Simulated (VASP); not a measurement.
# Mg (P6_3/mmc) in VASP: settings compared, part 2 of 2

VASP 6.6.1. Earlier steps stand in the parts before.

**3. Single point, r2SCAN**

POSCAR

```
Mg
1.0
    3.2093000000      0.0000000000      0.0000000000
   -1.6046500000      2.7793353284      0.0000000000
    0.0000000000      0.0000000000      5.2103000000
Mg
2
Direct
    0.6666666667      0.3333333333      0.7500000000
    0.3333333333      0.6666666667      0.2500000000
```

INCAR.step1

```
  ALGO = Normal
  EDIFF = 1E-4
  ENCUT = 520
  GGA = PE
  ISMEAR = -1
  LASPH = True
  LCHARG = False
  LREAL = False
  LWAVE = True
  NBANDS = 9
  NELM = 100
  PREC = Accurate
  SIGMA = 0.05
```

INCAR.step2

```
  ALGO = Normal
  EDIFF = 1E-7
  ENCUT = 520
  ISIF = 2
  ISMEAR = -1
  ISTART = 1
  LASPH = True
  LCHARG = False
  LMIXTAU = True
  LREAL = False
  LWAVE = False
  METAGGA = R2SCAN
  NBANDS = 9
  NELM = 100
  PREC = Accurate
  SIGMA = 0.05
```

KPOINTS

```
k-points
0
Gamma
  6 6 3
```

Potentials or basis: VASP PAW PBE potentials, release 64 (Mg).

Started as:

```
cat potpaw_PBE.64/Mg/POTCAR > POTCAR
cp INCAR.step1 INCAR
mpirun -np 1 vasp_std > vasp.out
cp INCAR.step2 INCAR
mpirun -np 1 vasp_std > vasp.out
```

OUTCAR:

```text
EDIFF = 1E-7
   ENCUT = 520
   ISIF = 2
   ISMEAR = -1
   ISTART = 1
   LASPH = True
   LREAL = False
   METAGGA = R2SCAN
   NELM = 100
   PREC = Accurate

 ion  position               nearest neighbor table
   1  0.667  0.333  0.750-   2 3.20   2 3.20   2 3.20   2 3.20   2 3.20   2 3.20
   2  0.333  0.667  0.250-   1 3.20   1 3.20   1 3.20   1 3.20   1 3.20   1 3.20

  LATTYP: Found a hexagonal cell.
 ALAT       =     3.2093000000
 C/A-ratio  =     1.6235004518

  Lattice vectors:

 A1 = (   3.2093000000,   0.0000000000,   0.0000000000)
 A2 = (  -1.6046500000,   2.7793353284,   0.0000000000)
 A3 = (   0.0000000000,   0.0000000000,   5.2103000000)

Analysis of symmetry for initial positions (statically):
=====================================================================
 Subroutine PRICEL returns:
 Original cell was already a primitive cell.

 Routine SETGRP: Setting up the symmetry group for a
 hexagonal supercell.

 Subroutine GETGRP returns: Found 24 space group operations
 (whereof 12 operations were pure point group operations)
 out of a pool of 24 trial point group operations.

The static configuration has the point symmetry D_3d.
 The point group associated with its full space group is D_6h.

Analysis of symmetry for dynamics (positions and initial velocities):
=====================================================================
 Subroutine PRICEL returns:
 Original cell was already a primitive cell.

 Routine SETGRP: Setting up the symmetry group for a
 hexagonal supercell.

 Subroutine GETGRP returns: Found 24 space group operations
 (whereof 12 operations were pure point group operations)
 out of a pool of 24 trial point group operations.

The dynamic configuration has the point symmetry D_3d.
 The point group associated with its full space group is D_6h.

 Subroutine INISYM returns: Found 24 space group operations
 (whereof 12 operations are pure point group operations),
 and found     1 'primitive' translations

----------------------------------------------------------------------------------------

                                     Primitive cell

  volume of cell :      46.4744

  direct lattice vectors                    reciprocal lattice vectors
     3.209300000  0.000000000  0.000000000     0.311594429  0.179899127  0.000000000
    -1.604650000  2.779335328  0.000000000     0.000000000  0.359798255  0.000000000
     0.000000000  0.000000000  5.210300000     0.000000000  0.000000000  0.191927528

  length of vectors
     3.209300000  3.209300000  5.210300000     0.359798255  0.359798255  0.191927528

  position of ions in fractional coordinates (direct lattice)
     0.666666667  0.333333333  0.750000000
     0.333333333  0.666666667  0.250000000

  ion indices of the primitive-cell ions
   primitive index   ion index
                 1           1
                 2           2

----------------------------------------------------------------------------------------

 KPOINTS: k-points

Automatic generation of k-mesh.
 Grid dimensions read from file:
 generate k-points for:    6    6    3

 Generating k-lattice:
[... 24 lines left out ...]
  0.333333  0.166667  0.000000     12.000000
  0.333333  0.333333  0.000000      2.000000
  0.000000  0.000000  0.333333      2.000000
  0.166667  0.000000  0.333333     12.000000
  0.333333 -0.000000  0.333333     12.000000
  0.500000  0.000000  0.333333      6.000000
  0.166667  0.166667  0.333333     12.000000
  0.333333  0.166667  0.333333     24.000000
  0.333333  0.333333  0.333333      4.000000
   k-points           NKPTS =     14   k-points in BZ     NKDIM =     14   number of bands    NBANDS=      9
   number of dos      NEDOS =    301   number of ions     NIONS =      2
   total plane-waves  NPLWV =  23040
   dimension x,y,z NGX =    24 NGY =   24 NGZ =   40
   dimension x,y,z NGXF=    48 NGYF=   48 NGZF=   80
   ions per type =               2
   NGX,Y,Z   is equivalent  to a cutoff of  12.43, 12.43, 12.76 a.u.
   NGXF,Y,Z  is equivalent  to a cutoff of  24.86, 24.86, 25.53 a.u.
 SYSTEM =  unknown system
   PREC   = accura    normal or accurate (medium, high low for compatibility)
   ISTART =      1    job   : 0-new  1-cont  2-samecut
   ICHARG =      0    charge: 1-file 2-atom 10-const
   ISPIN  =      1    spin polarized calculation?
   LNONCOLLINEAR =      F non collinear calculations
   LSORBIT =      F    spin-orbit coupling
   LASPH  =      T    aspherical Exc in radial PAW
   ENCUT  =  520.0 eV  38.22 Ry    6.18 a.u.   5.97  5.97  9.69*2*pi/ulx,y,z
   NELM   =    100;   NELMIN=  2; NELMDL=  0     # of ELM steps
   EDIFF  = 0.1E-06   stopping-criterion for ELM
   LREAL  =      F    real-space projection
   EDIFFG = 0.1E-05   stopping-criterion for IOM
   NSW    =      0    number of steps for IOM
   IBRION =     -1    ionic relax: 0-MD 1-quasi-New 2-CG
   NFREE  =      0    steps in history (QN), initial steepest desc. (CG)
   ISIF   =      2    stress and relaxation
   ISYM   =      2    0-nonsym 1-usesym 2-fastsym
   POTIM  = 0.5000    time-step for ionic-motion
   TEBEG  =    0.0;   TEEND  =   0.0 temperature during run
   PSTRESS=    0.0 pullay stress
   NELECT =       4.0000    total number of electrons
   NUPDOWN=      -1.0000    fix difference up-down
   EMIN   =  10.00;   EMAX   =-10.00  energy-range for DOS
   EFERMI =   0.00;   METHOD = LEGACY
   ISMEAR =    -1;   SIGMA  =   0.05  broadening in eV -4-tet -1-fermi 0-gaus
   EFERMI_NEDOS =   21; number of points for ismear=-14 and -15
   IALGO  =     38    algorithm
   IMIX   =      4    mixing-type and parameters
     AMIX     =   0.40;   BMIX     =  1.00
     AMIX_MAG =   1.60;   BMIX_MAG =  1.00
  volume/ion in A,a.u.               =      23.24       156.81
  Fermi-wavevector in a.u.,A,eV,Ry     =   0.722809  1.365911  7.108401  0.522453
  Thomas-Fermi vector in A             =   1.812866
   LORBIT       =      0    0 simple, 1 ext, 2 COOP (PROOUT), +10 PAW based schemes
   METAGGA = R2SCAN    functional components
   LHFCALC =     F    Hartree Fock is set to
   AEXX    =    0.0000 exact exchange contribution
   IVDW    =     0    specifies the selected vdW correction
   LEPSILON=     F    determine dielectric tensor
   LRPA    =     F    only Hartree local field effects (RPA)
 non-spin polarized calculation
  energy-cutoff  :      520.00
  volume of cell :       46.47
 maximum number of plane-waves:      1266
 NGX is ok and might be reduce to    24
   NGX = 11   NGY = 11   NGZ = 19

 number of electron       4.0000000 magnetization

 Free energy of the ion-electron system (eV)
  ---------------------------------------------------
  ext. energy  EPLUGINS =         0.00000000
  ---------------------------------------------------
  free energy    TOTEN  =        -8.19755838 eV

  energy without entropy =       -8.18412247  energy(sigma->0) =       -8.19084043

 E-fermi :   2.4929     XC(G=0):  -8.9998

 val. band max:        2.4791968064   @ k =   0.3333   0.3333   0.3333
 cond. band min:       2.8424573516   @ k =   0.3333  -0.0000   0.0000
 fundamental gap:      0.3632605452
 Fermi energy:         2.4929348763

 k-point     1 :       0.0000    0.0000    0.0000
  band No.  band energies     occupation
      1      -4.7511      2.00000
      2       0.6990      2.00000
      3       1.3873      2.00000
      4      14.2135      0.00000
      5      14.2135      0.00000
      6      14.3471      0.00000
      7      14.3471      0.00000
      8      15.1148      0.00000
      9      16.9326      0.00000
[... 145 lines left out ...]
 k-point    14 :       0.3333    0.3333    0.3333
  band No.  band energies     occupation
      1       2.4287      1.56651
      2       2.4792      1.13657
      3       2.4792      1.13652
      4       4.2817      0.00000
      5       4.9652      0.00000
      6       4.9652      0.00000
      7      11.7428      0.00000
      8      12.3439      0.00000
      9      12.3439      0.00000

------------------------ aborting loop because EDIFF is reached ----------------------------------------

  FORCE on cell =-STRESS in cart. coord.  units (eV):
  Direction    XX          YY          ZZ          XY          YZ          ZX
  --------------------------------------------------------------------------------------
  -------------------------------------------------------------------------------------
  Total       -0.4282631     -0.4282631     -0.2433384      0.0000000      0.0000000     -0.0000000
  in kB      -14.7641082    -14.7641082     -8.3889435      0.0000000      0.0000000     -0.0000000
  external PRESSURE =     -12.6390533 kB  Pullay stress =       0.0000000 kB

 VOLUME and BASIS-vectors are now :
 -----------------------------------------------------------------------------
  energy-cutoff  :      520.00
  volume of cell :       46.47
      direct lattice vectors                 reciprocal lattice vectors
     3.209300000  0.000000000  0.000000000     0.311594429  0.179899127  0.000000000
    -1.604650000  2.779335328  0.000000000     0.000000000  0.359798255  0.000000000
     0.000000000  0.000000000  5.210300000     0.000000000  0.000000000  0.191927528

 POSITION                                       TOTAL-FORCE (eV/Angst)
 -----------------------------------------------------------------------------------
      1.60465      0.92645      3.90773        -0.000000     -0.000000      0.000000
     -0.00000      1.85289      1.30258         0.000000      0.000000      0.000000
 -----------------------------------------------------------------------------------
    total drift:                                0.000000     -0.000000      0.000000

  FREE ENERGIE OF THE ION-ELECTRON SYSTEM (eV)
  ---------------------------------------------------
  free  energy   TOTEN  =        -8.1975583833 eV

  energy  without entropy=       -8.1841224677  energy(sigma->0) =       -8.19084043
```

OUTCAR.step1:

```text
EDIFF = 1E-4
   ENCUT = 520
   GGA = PE
   ISMEAR = -1
   LASPH = True
[... 379 lines left out ...]
      1.60465      0.92645      3.90773         0.000000      0.000000      0.000000
     -0.00000      1.85289      1.30258        -0.000000      0.000000      0.000000
 -----------------------------------------------------------------------------------
    total drift:                                0.000000     -0.000000      0.000000

  FREE ENERGIE OF THE ION-ELECTRON SYSTEM (eV)
  ---------------------------------------------------
  free  energy   TOTEN  =        -2.9220163223 eV

  energy  without entropy=       -2.9082261535  energy(sigma->0) =       -2.91512124
```

Wall time 25 s (1 thread of Intel Xeon Platinum 8488C (Sapphire Rapids), shared host); peak memory 0.16 GiB.

What came out:

```yaml
Free_energy: -8.1976 eV
Pressure: -1.3 GPa
Band_gap_on_the_k_mesh: zero (band 2 reaches 2.84 eV, above the bottom of band 3 at 1.39 eV)
```

Caveat: the k points lie up to 0.40 Å⁻¹ apart; the PAW data sets were made with another functional, which shifts forces and pressure a little.
